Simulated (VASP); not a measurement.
Here is a VASP 6.6.1 calculation.

Contents of INCAR:

```
PREC = Accurate
ENCUT = 520
EDIFF = 1E-6
ISMEAR = 0
SIGMA = 0.15
LREAL = F
LASPH = T
NELM = 100
ALGO = Fast
ISIF = 2
LWAVE = F
LCHARG = F
GGA = PE
NBANDS = 11
```

File KPOINTS:

```
Automatic mesh
0
Gamma
  24 24 24
```

The input POSCAR:

```
Pt
1.0
    0.4772472118      2.2232735965      2.2232735965
    2.2232735965      0.4772472118      2.2232735965
    2.2232735965      2.2232735965      0.4772472118
Pt
1
Direct
    0.0000000000      0.0000000000      0.0000000000
```

Potentials or basis: VASP PAW PBE potentials, release 64 (Pt).

Command:

```bash
$ cat potpaw_PBE.64/Pt/POTCAR > POTCAR
$ mpirun -np 1 vasp_std > vasp.out
```

**Question.** What does it give for the pressure?

**Answer.** 57.9 GPa.

**Question.** What does it give for the band gap on the k mesh?

**Answer.** Zero (band 5 reaches 13.24 eV, above the bottom of band 6 at 10.20 eV).

Stress tensor (GPa, compression positive):
```
 57.93 -34.02 -34.02
-34.02  57.93 -34.02
-34.02 -34.02  57.93
```

Caveat: spin-orbit coupling is left out, which moves the levels of the heavy elements.
